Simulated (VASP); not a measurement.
# CoO in VASP: single point with PBE+U

Aim: the single point of CoO with PBE+U.

All numbers are computed with VASP 6.6.1; they aren't measurements. Logs are shortened: lines on timing, memory, paths and dates and some standing lists are left out, and cuts for length are marked.

## (1) The cell of the first run

The cell holds a slab with vacuum, 8 atoms: a = 3.167 Å, b = 3.167 Å, c = 25.669 Å, α = 90.00°, β = 90.00°, γ = 120.00°.

## (2) Single point, PBE+U, collinear spin, antiferromagnetic start

Input file INCAR:

```
SYSTEM = CoO
PREC = Accurate
ENCUT = 640
EDIFF = 1E-6
ISMEAR = 0
SIGMA = 0.05
LREAL = .FALSE.
LASPH = .TRUE.
NELM = 300
ALGO = Normal
ISIF = 2
LWAVE = .FALSE.
LCHARG = .FALSE.
ISPIN = 2
MAGMOM = -0.17 0.17 -0.17 0.17 -2.32 2.32 -2.32 2.32
LORBIT = 11
LMAXMIX = 4
LDAU = .TRUE.
LDAUTYPE = 2
LDAUL = -1 2
LDAUU = 0 5
LDAUJ = 0 0
LDAUPRINT = 1
LDIPOL = .TRUE.
IDIPOL = 3
DIPOL = 0.5 0.5 0.499
GGA = PE
NBANDS = 44
GGA_COMPAT = .FALSE.
NELMDL = -8
AMIX = 0.1
BMIX = 1E-4
AMIX_MAG = 0.4
BMIX_MAG = 1E-4
KPAR = 4
```

Input file KPOINTS:

```
regular mesh
0
G
  9 9 1
  0 0 0
```

Input file POSCAR:

```
CoO
1.0
    3.1673863795      0.0000000000      0.0000000000
   -1.5836931898      2.7430370683      0.0000000000
    0.0000000000      0.0000000000     25.6692910985
O Co
4 4
Direct
    0.3333333333      0.6666666667      0.3311349724
    0.0000000000      0.0000000000      0.4341471610
    0.3333333333      0.6666666667      0.5369339942
    0.0000000000      0.0000000000      0.6447575941
    0.0000000000      0.0000000000      0.3598283209
    0.3333333333      0.6666666667      0.4628405596
    0.0000000000      0.0000000000      0.5675407832
    0.3333333333      0.6666666667      0.6581837011
```

Potentials or basis: VASP PAW PBE potentials, release 64 (O, Co).

Started as:

```sh
$ cat potpaw_PBE.64/O/POTCAR potpaw_PBE.64/Co/POTCAR > POTCAR
$ mpirun -np 4 vasp_std > vasp.out
```

OUTCAR:

```text
SYSTEM = CoO
   PREC = Accurate
   ENCUT = 640
   EDIFF = 1E-6
   ISMEAR = 0
   LREAL = .FALSE.
   LASPH = .TRUE.
   NELM = 300
   ISIF = 2
   ISPIN = 2
   LORBIT = 11
   GGA = PE
   NELMDL = -8
   AMIX = 0.1
   AMIX_MAG = 0.4

 ion  position               nearest neighbor table
   1  0.333  0.667  0.331-   5 1.97   5 1.97   5 1.97
   2  0.000  0.000  0.434-   5 1.91   6 1.97   6 1.97   6 1.97
   3  0.333  0.667  0.537-   6 1.90   7 1.99   7 1.99   7 1.99
   4  0.000  0.000  0.645-   8 1.86   8 1.86   8 1.86   7 1.98
   5  0.000  0.000  0.360-   2 1.91   1 1.97   1 1.97   1 1.97
   6  0.333  0.667  0.463-   3 1.90   2 1.97   2 1.97   2 1.97
   7  0.000  0.000  0.568-   4 1.98   3 1.99   3 1.99   3 1.99   8 2.96   8 2.96   8 2.96
   8  0.333  0.667  0.658-   4 1.86   4 1.86   4 1.86   7 2.96   7 2.96   7 2.96

  LATTYP: Found a hexagonal cell.
 ALAT       =     3.1673863795
 C/A-ratio  =     8.1042500102

  Lattice vectors:

 A1 = (   3.1673863795,   0.0000000000,   0.0000000000)
 A2 = (  -1.5836931898,   2.7430370683,   0.0000000000)
 A3 = (   0.0000000000,   0.0000000000,  25.6692910985)

Analysis of symmetry for initial positions (statically):
=====================================================================
 Subroutine PRICEL returns:
 Original cell was already a primitive cell.

 Routine SETGRP: Setting up the symmetry group for a
 hexagonal supercell.

 Subroutine GETGRP returns: Found  6 space group operations
 (whereof  6 operations were pure point group operations)
 out of a pool of 24 trial point group operations.

The static configuration has the point symmetry C_3v.

Analysis of symmetry for dynamics (positions and initial velocities):
=====================================================================
 Subroutine PRICEL returns:
 Original cell was already a primitive cell.

 Routine SETGRP: Setting up the symmetry group for a
 hexagonal supercell.

 Subroutine GETGRP returns: Found  6 space group operations
 (whereof  6 operations were pure point group operations)
 out of a pool of 24 trial point group operations.

The dynamic configuration has the point symmetry C_3v.

Analysis of structural, dynamic, and magnetic symmetry:
=====================================================================
 Subroutine PRICEL returns:
 Original cell was already a primitive cell.

[... 292 lines left out ...]
  ---------------------------------------------------
  free energy    TOTEN  =       -44.60180468 eV

  energy without entropy =      -44.59932705  energy(sigma->0) =      -44.60056586

 E-fermi :  -0.7874     XC(G=0):  -5.1431

 val. band max:       -0.7879525830   @ k =   0.1111   0.0000   0.0000
 cond. band min:      -0.7456759348   @ k =   0.2222   0.1111   0.0000
 fundamental gap:      0.0422766481
 Fermi energy:        -0.7873729929

 spin component 1

 k-point     1 :       0.0000    0.0000    0.0000
  band No.  band energies     occupation
      1     -21.7420      1.00000
      2     -20.2804      1.00000
      3     -19.3979      1.00000
      4     -17.7117      1.00000
      5      -9.9932      1.00000
      6      -9.9932      1.00000
[... 529 lines left out ...]
     41       6.3433      0.00000
     42       6.5117      0.00000
 Fermi energy:        -0.7873729929

 spin component 2

 k-point     1 :       0.0000    0.0000    0.0000
  band No.  band energies     occupation
      1     -21.5234      1.00000
      2     -20.4632      1.00000
      3     -19.2318      1.00000
      4     -17.5705      1.00000
      5      -8.9844      1.00000
      6      -8.7588      1.00000
[... 529 lines left out ...]
     41       6.7175      0.00000
     42       7.1972      0.00000
 [bands above 42 left out]

------------------------ aborting loop because EDIFF is reached ----------------------------------------

 vacuum level on the upper side and lower side of the slab       (xc-potential included)        -2.376         2.265

  FORCE on cell =-STRESS in cart. coord.  units (eV):
  Direction    XX          YY          ZZ          XY          YZ          ZX
  --------------------------------------------------------------------------------------
  -------------------------------------------------------------------------------------
  Total        5.1427113      5.1427113      4.1977283     -0.0000000      0.0000000     -0.0000000
  in kB       36.9450392     36.9450392     30.1563181     -0.0000000      0.0000000     -0.0000000
  external PRESSURE =      34.6821322 kB  Pullay stress =       0.0000000 kB

 VOLUME and BASIS-vectors are now :
 -----------------------------------------------------------------------------
  energy-cutoff  :      640.00
  volume of cell :      223.02
      direct lattice vectors                 reciprocal lattice vectors
     3.167386379  0.000000000  0.000000000     0.315717718  0.182279710  0.000000000
    -1.583693190  2.743037068  0.000000000     0.000000000  0.364559419  0.000000000
     0.000000000  0.000000000 25.669291099     0.000000000  0.000000000  0.038957056

 POSITION                                       TOTAL-FORCE (eV/Angst)
 -----------------------------------------------------------------------------------
     -0.00000      1.82869      8.50000         0.000000     -0.000000      1.436017
      0.00000      0.00000     11.14425        -0.000000      0.000000      1.173480
     -0.00000      1.82869     13.78271         0.000000     -0.000000      1.559327
      0.00000      0.00000     16.55047        -0.000000     -0.000000     -0.399863
      0.00000      0.00000      9.23654        -0.000000     -0.000000     -2.432347
     -0.00000      1.82869     11.88079        -0.000000     -0.000000     -1.326079
      0.00000      0.00000     14.56837        -0.000000     -0.000000     -1.125390
     -0.00000      1.82869     16.89511         0.000000      0.000000      1.114855
 -----------------------------------------------------------------------------------
    total drift:                               -0.000000     -0.000000      0.002340

  FREE ENERGIE OF THE ION-ELECTRON SYSTEM (eV)
  ---------------------------------------------------
  free  energy   TOTEN  =       -44.6018046796 eV

  energy  without entropy=      -44.5993270473  energy(sigma->0) =      -44.60056586

 vacuum level on the upper side and lower side of the slab         2.356         7.081

 total charge

# of ion       s       p       d       tot
------------------------------------------
    1        1.567   3.348   0.000   4.915
    2        1.545   3.501   0.000   5.046
    3        1.547   3.487   0.000   5.035
    4        1.554   3.532   0.000   5.086
    5        0.372   0.451   7.134   7.958
    6        0.366   0.459   7.196   8.021
    7        0.360   0.431   7.166   7.957
    8        0.394   0.459   7.308   8.161
--------------------------------------------------
tot          7.705  15.668  28.804  52.178

 magnetization (x)

# of ion       s       p       d       tot
------------------------------------------
    1       -0.003   0.139   0.000   0.136
    2        0.004   0.083   0.000   0.086
    3       -0.007  -0.101   0.000  -0.108
    4        0.001   0.063   0.000   0.064
    5       -0.022  -0.034  -2.505  -2.560
    6        0.013   0.041   2.652   2.706
    7       -0.019  -0.042  -2.658  -2.720
    8        0.027   0.039   2.512   2.578
--------------------------------------------------
tot         -0.006   0.187   0.001   0.182
```

Wall time 9.6 min (4 MPI ranks of Intel Xeon Platinum 8259CL at 2.50GHz (Skylake/Cascade Lake), shared host); peak memory 0.7 GiB.

What came out:

| Property | Result |
| --- | --- |
| Free energy | -44.6018 eV |
| Largest force | 2.432 eV/Å |
| Net moment | 0.10 μB per cell |
| Site moments | O +0.14, +0.09, -0.11, +0.06; Co -2.56, +2.71, -2.72, +2.58 μB |
| Valence electrons inside the program's atomic spheres | O 4.92, 5.05, 5.04, 5.09; Co 7.96, 8.02, 8.16 (each value once) |

Forces on the atoms (eV/Å):
```
O    0.000  0.000  1.436
O    0.000  0.000  1.173
O    0.000  0.000  1.559
O    0.000  0.000 -0.400
Co   0.000  0.000 -2.432
Co   0.000  0.000 -1.326
Co   0.000  0.000 -1.125
Co   0.000  0.000  1.115
```

Levels at points of the mesh, in eV from the Fermi level:
Spin up:
| k point | band 26 | band 27 | band 28 | band 29 | band 30 | band 31 | band 32 | band 33 | band 34 | band 35 |
| --- | --- | --- | --- | --- | --- | --- | --- | --- | --- | --- |
| (0.00, 0.00, 0.00) | -1.81 | -1.69 | -1.69 | -0.58 | -0.58 | -0.46 | 1.02 | 2.38 | 2.68 | 2.68 |
Spin down:
```
           k point  band 28  band 29  band 30  band 31  band 32  band 33
(0.00, 0.00, 0.00)    -1.18    -0.47     0.70     0.70     1.17     2.45
```

Eigenvalues of the final occupation matrices:
| site | spin | trace | eigenvalues |
| --- | --- | --- | --- |
| site 5 d | 1 | 2.33 | 0.13 0.13 0.13 0.97 0.97 |
| site 5 d | 2 | 4.83 | 0.95 0.95 0.97 0.97 1.00 |
| site 6 d | 1 | 4.94 | 0.97 0.97 1.00 1.00 1.00 |
| site 6 d | 2 | 2.28 | 0.11 0.11 0.12 0.97 0.97 |
| site 7 d | 1 | 2.27 | 0.10 0.11 0.11 0.97 0.97 |
| site 7 d | 2 | 4.93 | 0.97 0.97 0.99 0.99 1.00 |
| site 8 d | 1 | 4.93 | 0.96 0.97 0.97 1.01 1.01 |
| site 8 d | 2 | 2.41 | 0.09 0.19 0.19 0.97 0.97 |
